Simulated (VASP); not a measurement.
# Pb: electric field gradients with PBEsol

Pb:

```
Pb
1.0
    -1.97966    1.97966    1.97966
     1.97966   -1.97966    1.97966
     1.97966    1.97966   -1.97966
Pb
1
Direct
  0.00000 0.00000 0.00000
```

```yaml
Program: VASP 6.6.1
Task: electric field gradients
Functional: PBEsol
Potentials_or_basis: VASP PAW PBE potentials, release 64 (Pb_d)
Cutoff: 520 eV
k_mesh: 13 × 13 × 13
Occupations: gaussian, width 0.001 eV
Spin: no spin polarisation
Dipole_correction: no
Further_INCAR_settings: ALGO = Normal; EDIFF = 1e-08; NBANDS = 13
```

- Pressure: -1.7 GPa
- Band gap on the k mesh: zero (band 7 reaches 14.28 eV, above the bottom of band 8 at 4.95 eV)

Levels at points of the mesh, in eV from the Fermi level:
```
           k point  band 3  band 4  band 5  band 6  band 7  band 8  band 9  band 10  band 11  band 12
(0.00, 0.00, 0.00)  -17.03  -16.81  -16.81  -11.62    7.43    7.43    7.43    11.07    11.07    11.07
```

Wall time 45 s on 1 thread of Intel(R) Xeon(R) Platinum 8375C CPU @ 2.90GHz (Ice Lake) (shared host), peak memory 0.17 GiB.

Caveat: without QUAD_EFG the Cq values of the log hold for a quadrupole moment of 1 mb, not for the nuclei; the PAW data sets were made with another functional, which shifts forces and pressure a little; spin-orbit coupling is left out, which moves the levels of the heavy elements.
